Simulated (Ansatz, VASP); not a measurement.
**Two plane-wave programs on TlAu2S2**

```xyz
5
Lattice="0.0000 4.0196 0.0000 4.0196 0.0000 0.0000 2.0098 2.0098 -6.7683" Properties=species:S:1:pos:R:3 pbc="T T T"
Au    2.0098    4.0196   -3.3841
Au    4.0196    2.0098   -3.3841
S     2.0098    2.0098   -1.8951
S     4.0196    4.0196   -4.8732
Tl    0.0000    0.0000    0.0000
```

Alike in both runs: task single point; functional HSE06; k mesh 3 × 3 × 3; no spin polarisation.

```csv
,VASP,Ansatz
version,VASP 6.6.1,Ansatz 0.2.0
potentials or method,"VASP PAW PBE potentials, release 64 (Au, S, Tl_d), cutoff 400 eV",PAW plane waves
occupations,"fermi-dirac, width 0.1 eV",fermi-dirac
valence electrons in the cell,47,63
```

```tsv
	VASP	Ansatz	Ansatz less VASP
pressure (GPa)	7.0	7.3	+0.31
traceless stress, the component that is largest in VASP (GPa)	-1.89	-1.89	+0.004
rms of the force components (eV/Å)	0.457	0.474	+0.0171
```

Atom by atom the forces differ by 0.017 eV/Å (rms over components). VASP's potentials hold 47 valence electrons a cell and Ansatz's 63, so a difference there can come from the potentials and not from the codes. Ansatz's warnings: filled band counts differ across k points, stress exchange threshold loose, stress scf threshold loose.

The k mesh is coarse, so the values compare programs but aren't converged. Neither program's run includes spin-orbit coupling.
